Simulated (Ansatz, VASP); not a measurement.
## One calculation of Ge, two programs

```
Ge
1.0
     0.00000    2.83687    2.83687
     2.83687    0.00000    2.83687
     2.83687    2.83687    0.00000
Ge
2
Direct
  0.00000 0.00000 0.00000
  0.25000 0.25000 0.25000
```

Alike in both runs: task single point; functional r2SCAN; k mesh 8 × 8 × 8; occupations fermi-dirac, width 0.02 eV; no spin polarisation.

```csv
,VASP,Ansatz
version,VASP 6.6.1,Ansatz 0.2.0
potentials or method,"VASP PAW PBE potentials, release 64 (Ge_d)","plane waves, PAW"
plane-wave cutoff (eV),520,500
valence electrons in the cell,28,28
```

|  | VASP | Ansatz | Ansatz less VASP |
| --- | --- | --- | --- |
| pressure (GPa) | 0.0 | 0.0 | -0.04 |

VASP's potentials were made for PBE, not for r2SCAN.
